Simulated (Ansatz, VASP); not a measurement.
Nb: VASP beside Ansatz

```
Nb
1.0
    -1.62524    1.62524    1.62524
     1.62524   -1.62524    1.62524
     1.62524    1.62524   -1.62524
Nb
1
Direct
  0.00000 0.00000 0.00000
```

Alike in both runs: functional LDA; k mesh 18 × 18 × 18; occupations fermi-dirac, width 0.15 eV; no spin polarisation.

Ansatz relaxed the structure, and its values are those at the end. VASP's run is a single point on that final structure, the one shown.

|  | VASP | Ansatz |
| --- | --- | --- |
| version | VASP 6.6.1 | Ansatz 0.2.0 |
| potentials or method | VASP PAW LDA potentials, release 64 (Nb_sv), cutoff 520 eV | scalar-relativistic, plane waves, PAW |
| valence electrons in the cell | 13 | 13 |

VASP gave:

```
gap on the k mesh at the Fermi level (eV) : none
pressure (GPa)                            : -0.2
```

Which values does Ansatz return?

gap on the k mesh at the Fermi level (eV): none; pressure (GPa): 0.0.

Ansatz warns that its potentials were made for another functional, while VASP's fit it. LDA's correlation is that of Perdew and Zunger in VASP and of Perdew and Wang (1992) in Ansatz. A gap of «none» marks a metal or a gap that the smearing closes.
